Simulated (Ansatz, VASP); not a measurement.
## One calculation of Se, two programs

```
Se
1.0
     5.73781    3.31273    1.47633
    -5.73781    3.31273    1.47633
     0.00000   -6.62545    1.47633
Se
6
Direct
  0.28066 0.16251 0.91818
  0.91818 0.28066 0.16251
  0.16251 0.91818 0.28066
  0.71934 0.83749 0.08182
  0.08182 0.71934 0.83749
  0.83749 0.08182 0.71934
```

Change from the starting cell: equal xx and yy strain of +1 %.

Alike in both runs: task single point; functional PBEsol; k mesh 6 × 6 × 6; occupations fermi-dirac, width 0.01 eV; no spin polarisation.

|  | VASP | Ansatz |
| --- | --- | --- |
| version | VASP 6.6.1 | Ansatz 0.2.0 |
| potentials or method | VASP PAW PBE potentials, release 64 (Se), cutoff 520 eV | all-electron LAPW, scalar-relativistic |

```csv
,VASP,Ansatz,Ansatz less VASP
gap on the k mesh at the Fermi level (eV),1.03,1.04,+0.012
pressure (GPa),-1.0,-1.1,-0.18
"traceless stress, the component that is largest in VASP (GPa)",0.69,0.75,+0.067
rms of the force components (eV/Å),0.081,0.062,-0.0189
```

VASP's potentials were made for PBE, not for PBEsol. Atom by atom the forces differ by 0.029 eV/Å (rms over components). Ansatz ran all-electron here, and VASP with PAW potentials.
